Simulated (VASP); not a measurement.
A run of VASP 6.6.1 is set up as follows.

INCAR

```
SYSTEM = CsB3N3
PREC = Accurate ; ENCUT = 520
EDIFF = 1E-6 ; ISMEAR = 0
SIGMA = 0.1 ; LREAL = .FALSE.
LASPH = .TRUE. ; NELM = 150
ALGO = Normal ; ISIF = 2
LWAVE = .FALSE. ; LCHARG = .FALSE.
ISPIN = 2 ; MAGMOM = 0 0 0 0 1 1 1
LORBIT = 11 ; GGA = PE
NBANDS = 30
```

File KPOINTS:

```
regular mesh
0
G
  6 6 4
  0 0 0
```

Contents of POSCAR:

```
CsB3N3
1.0
    4.4246531600      0.0000000000      0.0000000000
   -2.2123265800      3.8318620400      0.0000000000
    0.0000000000      0.0000000000      6.1442767100
Cs B N
1 3 3
Direct
    0.0000000000      0.0000000000      0.5000000000
    0.3333333300      0.6666666700      0.0000000000
    0.6666666700      0.3333333300      0.0000000000
    0.0000000000      0.0000000000      0.0000000000
    0.2587608200      0.0000000000      0.0000000000
    0.0000000000      0.2587608200      0.0000000000
    0.7412391800      0.7412391800      0.0000000000
```

Potentials or basis: VASP PAW PBE potentials, release 64 (Cs_sv, B, N).

Run with:

```sh
$ cat potpaw_PBE.64/Cs_sv/POTCAR potpaw_PBE.64/B/POTCAR potpaw_PBE.64/N/POTCAR > POTCAR
$ mpirun -np 1 vasp_std > vasp.out
```

Question: Predict the largest force.

Answer: 31.660 eV/Å.

Question: Predict the pressure.

Answer: 28.7 GPa.

Question: Estimate the net moment.

Answer: 0.00 μB per cell.

Stress tensor (GPa, compression positive):
```
42.71  0.00  0.00
 0.00 42.71  0.00
 0.00  0.00  0.67
```

Caveat: forces of over 1 eV/Å act on the atoms, so gaps and moduli don't describe the material at rest.
